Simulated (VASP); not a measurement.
Here is a VASP 6.6.1 calculation.

The input POSCAR:

```
Fe
1.0
    0.0000000000      3.5140000000      3.5140000000
    1.7570000000      0.0000000000      1.7570000000
    1.7570000000      1.7570000000      0.0000000000
Fe
2
Direct
    0.0000000000      0.0000000000      0.0000000000
    0.5000000000      0.0000000000      0.0000000000
```

Contents of INCAR.step1:

```
SYSTEM = Fe
PREC = Accurate ; ENCUT = 520
ISMEAR = 0 ; SIGMA = 0.1
LREAL = .FALSE. ; LASPH = .TRUE.
NELM = 150 ; ISPIN = 2
MAGMOM = 0 4 ; LMAXMIX = 4
NBANDS = 19 ; GGA = PE
ALGO = Normal ; EDIFF = 1E-4
LWAVE = .TRUE. ; LCHARG = .FALSE.
```

File INCAR.step2:

```
SYSTEM = Fe
PREC = Accurate ; ENCUT = 520
EDIFF = 1E-6 ; ISMEAR = 0
SIGMA = 0.1 ; LREAL = .FALSE.
LASPH = .TRUE. ; NELM = 150
ALGO = Normal ; ISIF = 2
LWAVE = .FALSE. ; LCHARG = .FALSE.
ISPIN = 2 ; MAGMOM = 0 4
LORBIT = 11 ; LMAXMIX = 4
METAGGA = R2SCAN ; LMIXTAU = .TRUE.
NBANDS = 19 ; ISTART = 1
```

KPOINTS

```
Automatic mesh
0
G
  7 14 14
  0 0 0
```

Potentials or basis: VASP PAW PBE potentials, release 64 (Fe).

Launch:

```sh
$ cat potpaw_PBE.64/Fe/POTCAR > POTCAR
$ cp INCAR.step1 INCAR
$ mpirun -np 1 vasp_std > vasp.out
$ cp INCAR.step2 INCAR
$ mpirun -np 1 vasp_std > vasp.out
```

(1) Estimate the band gap on the k mesh.

(2) Predict the site moments.

(3) What does it give for the pressure?

## Answers

(1) zero (filled and empty bands overlap).

(2) Fe -2.38, +2.37 μB.

(3) 10.7 GPa.

Caveat: the cell stands under pressure; the PAW data sets were made with another functional, which shifts forces and pressure a little.
